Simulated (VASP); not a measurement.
# F2 in VASP: further runs

Runs on F2. Level: PBEsol. Tasks: single point, relaxation of the atoms.

Program: VASP 6.6.1. These are calculated values, not measurements. Logs are shortened: lines on timing, memory, paths and dates and some standing lists are left out, and cuts for length are marked.

## Step 1: The cell of the first run

The cell holds a molecule in a box, 2 atoms: a = 9.000 Å, b = 9.500 Å, c = 10.000 Å, α = 90.00°, β = 90.00°, γ = 90.00°.

## Step 2: Single point, PBEsol

INCAR reads:

```
SYSTEM = F
  ALGO = Normal
  EDIFF = 1E-7
  ENCUT = 520
  GGA = PS
  ISIF = 2
  ISMEAR = 0
  LASPH = .True.
  LCHARG = .True.
  LELF = .True.
  LREAL = .False.
  LVHAR = .True.
  LWAVE = .False.
  NBANDS = 14
  NELM = 100
  PREC = Accurate
  SIGMA = 0.02
```

KPOINTS reads:

```
k-points
0
Gamma
  1 1 1
  0 0 0
```

POSCAR reads:

```
F
1.0
    9.0000000000      0.0000000000      0.0000000000
    0.0000000000      9.5000000000      0.0000000000
    0.0000000000      0.0000000000     10.0000000000
F
2
Direct
    0.5000000000      0.5000000000      0.4300945383
    0.5000000000      0.5000000000      0.5699054617
```

Potentials or basis: VASP PAW PBE potentials, release 64 (F).

Command:

```console
$ cat potpaw_PBE.64/F/POTCAR > POTCAR
$ mpirun -np 1 vasp_gam > vasp.out
```

OUTCAR:

```text
SYSTEM = F
   EDIFF = 1E-7
   ENCUT = 520
   GGA = PS
   ISIF = 2
   ISMEAR = 0
   LASPH = .True.
   LREAL = .False.
   NELM = 100
   PREC = Accurate

 ion  position               nearest neighbor table
   1  0.500  0.500  0.430-   2 1.40
   2  0.500  0.500  0.570-   1 1.40

  LATTYP: Found a simple orthorhombic cell.
 ALAT       =     9.0000000000
 B/A-ratio  =     1.0555555556
 C/A-ratio  =     1.1111111111

  Lattice vectors:

 A1 = (   9.0000000000,   0.0000000000,   0.0000000000)
 A2 = (   0.0000000000,   9.5000000000,   0.0000000000)
 A3 = (   0.0000000000,   0.0000000000,  10.0000000000)

Analysis of symmetry for initial positions (statically):
=====================================================================
 Subroutine PRICEL returns:
 Original cell was already a primitive cell.

 Routine SETGRP: Setting up the symmetry group for a
 simple orthorhombic supercell.

 Subroutine GETGRP returns: Found  8 space group operations
 (whereof  8 operations were pure point group operations)
 out of a pool of  8 trial point group operations.

The static configuration has the point symmetry D_2h.

Analysis of symmetry for dynamics (positions and initial velocities):
=====================================================================
 Subroutine PRICEL returns:
 Original cell was already a primitive cell.

 Routine SETGRP: Setting up the symmetry group for a
 simple orthorhombic supercell.

 Subroutine GETGRP returns: Found  8 space group operations
 (whereof  8 operations were pure point group operations)
 out of a pool of  8 trial point group operations.

The dynamic configuration has the point symmetry D_2h.

 Subroutine INISYM returns: Found  8 space group operations
 (whereof  8 operations are pure point group operations),
 and found     1 'primitive' translations

----------------------------------------------------------------------------------------

                                     Primitive cell

  volume of cell :     855.0000

  direct lattice vectors                    reciprocal lattice vectors
     9.000000000  0.000000000  0.000000000     0.111111111  0.000000000  0.000000000
     0.000000000  9.500000000  0.000000000     0.000000000  0.105263158  0.000000000
[... 59 lines left out ...]
   ENCUT  =  520.0 eV  38.22 Ry    6.18 a.u.  16.73 17.66 18.59*2*pi/ulx,y,z
   NELM   =    100;   NELMIN=  2; NELMDL= -5     # of ELM steps
   EDIFF  = 0.1E-06   stopping-criterion for ELM
   LREAL  =      F    real-space projection
   EDIFFG = 0.1E-05   stopping-criterion for IOM
   NSW    =      0    number of steps for IOM
   IBRION =     -1    ionic relax: 0-MD 1-quasi-New 2-CG
   NFREE  =      0    steps in history (QN), initial steepest desc. (CG)
   ISIF   =      2    stress and relaxation
   ISYM   =      2    0-nonsym 1-usesym 2-fastsym
   POTIM  = 0.5000    time-step for ionic-motion
   TEBEG  =    0.0;   TEEND  =   0.0 temperature during run
   PSTRESS=    0.0 pullay stress
   NELECT =      14.0000    total number of electrons
   NUPDOWN=      -1.0000    fix difference up-down
   EMIN   =  10.00;   EMAX   =-10.00  energy-range for DOS
   EFERMI =   0.00;   METHOD = LEGACY
   ISMEAR =     0;   SIGMA  =   0.02  broadening in eV -4-tet -1-fermi 0-gaus
   EFERMI_NEDOS =   21; number of points for ismear=-14 and -15
   IALGO  =     38    algorithm
   IMIX   =      4    mixing-type and parameters
     AMIX     =   0.40;   BMIX     =  1.00
     AMIX_MAG =   1.60;   BMIX_MAG =  1.00
  volume/ion in A,a.u.               =     427.50      2884.91
  Fermi-wavevector in a.u.,A,eV,Ry     =   0.415715  0.785587  2.351342  0.172819
  Thomas-Fermi vector in A             =   1.374838
   LORBIT       =      0    0 simple, 1 ext, 2 COOP (PROOUT), +10 PAW based schemes
   GGA     = PS    functional components
   LHFCALC =     F    Hartree Fock is set to
   AEXX    =    0.0000 exact exchange contribution
   IVDW    =     0    specifies the selected vdW correction
   LEPSILON=     F    determine dielectric tensor
   LRPA    =     F    only Hartree local field effects (RPA)
 non-spin polarized calculation
 Gauss-broadening in eV      SIGMA  =   0.02
  energy-cutoff  :      520.00
  volume of cell :      855.00
 maximum number of plane-waves:     11510
 NGX is ok and might be reduce to    70
   NGX = 33   NGY = 35   NGZ = 37

 number of electron      13.9999997 magnetization

 Free energy of the ion-electron system (eV)
  ---------------------------------------------------
  ext. energy  EPLUGINS =         0.00000000
  ---------------------------------------------------
  free energy    TOTEN  =        -3.86420026 eV

  energy without entropy =       -3.86420026  energy(sigma->0) =       -3.86420026

 E-fermi :  -9.0235     XC(G=0):  -0.5981

 val. band max:       -9.1752729467   @ k =   0.0000   0.0000   0.0000
 cond. band min:      -5.5178687220   @ k =   0.0000   0.0000   0.0000
 fundamental gap:      3.6574042248
 Fermi energy:        -9.0235068885

 k-point     1 :       0.0000    0.0000    0.0000
  band No.  band energies     occupation
      1     -34.0164      2.00000
      2     -27.2973      2.00000
      3     -15.3493      2.00000
      4     -12.7325      2.00000
      5     -12.7325      2.00000
      6      -9.1753      2.00000
      7      -9.1753      2.00000
      8      -5.5179      0.00000
      9      -0.2612      0.00000
     10       1.2352      0.00000
     11       1.2880      0.00000
     12       1.3872      0.00000
     13       1.5439      0.00000
     14       1.5565      0.00000

------------------------ aborting loop because EDIFF is reached ----------------------------------------

  FORCE on cell =-STRESS in cart. coord.  units (eV):
  Direction    XX          YY          ZZ          XY          YZ          ZX
  --------------------------------------------------------------------------------------
  -------------------------------------------------------------------------------------
  Total       -0.1224607     -0.1209452      0.5138606     -0.0000000      0.0000000      0.0000000
  in kB       -0.2294780     -0.2266381      0.9629191     -0.0000000      0.0000000      0.0000000
  external PRESSURE =       0.1689343 kB  Pullay stress =       0.0000000 kB

 VOLUME and BASIS-vectors are now :
 -----------------------------------------------------------------------------
  energy-cutoff  :      520.00
  volume of cell :      855.00
      direct lattice vectors                 reciprocal lattice vectors
     9.000000000  0.000000000  0.000000000     0.111111111  0.000000000  0.000000000
     0.000000000  9.500000000  0.000000000     0.000000000  0.105263158  0.000000000
     0.000000000  0.000000000 10.000000000     0.000000000  0.000000000  0.100000000

 POSITION                                       TOTAL-FORCE (eV/Angst)
 -----------------------------------------------------------------------------------
      4.50000      4.75000      4.30095         0.000000      0.000000     -0.439009
      4.50000      4.75000      5.69905         0.000000      0.000000      0.439009
 -----------------------------------------------------------------------------------
    total drift:                                0.000000      0.000000      0.000000

  FREE ENERGIE OF THE ION-ELECTRON SYSTEM (eV)
  ---------------------------------------------------
  free  energy   TOTEN  =        -3.8642002623 eV

  energy  without entropy=       -3.8642002623  energy(sigma->0) =       -3.86420026
```

OSZICAR:

```text
N       E                     dE             d eps       ncg     rms          rms(c)
DAV:   1     0.172994985735E+03    0.17299E+03   -0.37323E+03    36   0.579E+02
DAV:   2     0.292426740304E+02   -0.14375E+03   -0.14031E+03    50   0.112E+02
DAV:   3    -0.371833443134E+01   -0.32961E+02   -0.32769E+02    40   0.922E+01
[... 13 lines left out ...]
DAV:  17    -0.386419850017E+01   -0.36025E-05   -0.40641E-08    48   0.106E-03    0.183E-04
DAV:  18    -0.386419993485E+01   -0.14347E-05   -0.25296E-08    34   0.918E-04    0.140E-04
DAV:  19    -0.386420009686E+01   -0.16201E-06   -0.19690E-09    26   0.379E-04    0.185E-05
DAV:  20    -0.386420023521E+01   -0.13835E-06   -0.39655E-10    20   0.211E-04    0.324E-05
DAV:  21    -0.386420026225E+01   -0.27046E-07    0.65818E-10    26   0.990E-05
   1 F= -.38642003E+01 E0= -.38642003E+01  d E =-.220483E-26
```

Wall time 69 s (1 thread of AMD EPYC 7R43 (Zen 3), shared host); peak memory 0.69 GiB.

What came out:

```
Free energy                     : -3.8642 eV
Largest force                   : 0.439 eV/Å
Gap between the frontier levels : 3.66 eV
```

Forces in eV/Å, atoms in the order of the input:
```
F    0.000  0.000 -0.439
F    0.000  0.000  0.439
```

Caveat: the PAW data sets were made with another functional, which shifts forces and pressure a little.

## Step 3: Relaxation of the atoms, PBEsol

INCAR reads:

```
PREC = Accurate
ENCUT = 520
EDIFF = 1E-6
ISMEAR = 0
SIGMA = 0.02
LREAL = False
LASPH = True
NELM = 80
ALGO = Normal
ISIF = 2
LWAVE = False
LCHARG = False
GGA = PS
IBRION = 2
NSW = 80
EDIFFG = -0.01
```

KPOINTS reads:

```
regular mesh
0
Gamma
  1 1 1
```

POSCAR reads:

```
F
1.0
    9.0000000000      0.0000000000      0.0000000000
    0.0000000000      9.5000000000      0.0000000000
    0.0000000000      0.0000000000     10.0000000000
F
2
Direct
    0.5000000000      0.5000000000      0.4290000000
    0.5000000000      0.5000000000      0.5710000000
```

Potentials or basis: VASP PAW PBE potentials, release 64 (F).

Command:

```console
$ cat potpaw_PBE.64/F/POTCAR > POTCAR
$ mpirun -np 1 vasp_gam > vasp.out
```

It took 1.9 min on 1 thread of AMD EPYC 7R43 (Zen 3), shared host; peak memory 0.74 GiB.

Results (log left out):

```
Free energy                     : -3.8667 eV
Energy gained by relaxing       : 1.0 meV/atom
Ionic steps                     : 3
Gap between the frontier levels : 3.51 eV
```

Step by step:
| step | energy change (eV) | largest force (eV/Å) | pressure (GPa) |
| --- | --- | --- | --- |
| 1 | 0.0000 | 0.3809 | -0.05 |
| 2 | 0.0115 | 1.0617 | 0.07 |
| 3 | -0.0020 | 0.0004 | -0.02 |

Final structure:
```xyz
2
Lattice="9.0000 0.0000 0.0000 0.0000 9.5000 0.0000 0.0000 0.0000 10.0000" Properties=species:S:1:pos:R:3 pbc="T T T"
F     4.5000    4.7500    4.2953
F     4.5000    4.7500    5.7047
```

Levels at points of the mesh, in eV from the valence-band top:
```tsv
k point	band 3	band 4	band 5	band 6	band 7	band 8	band 9	band 10	band 11
(0.00, 0.00, 0.00)	-6.08	-3.45	-3.45	0.00	0.00	3.51	8.96	10.45	10.51
```

Caveat: the PAW data sets were made with another functional, which shifts forces and pressure a little.
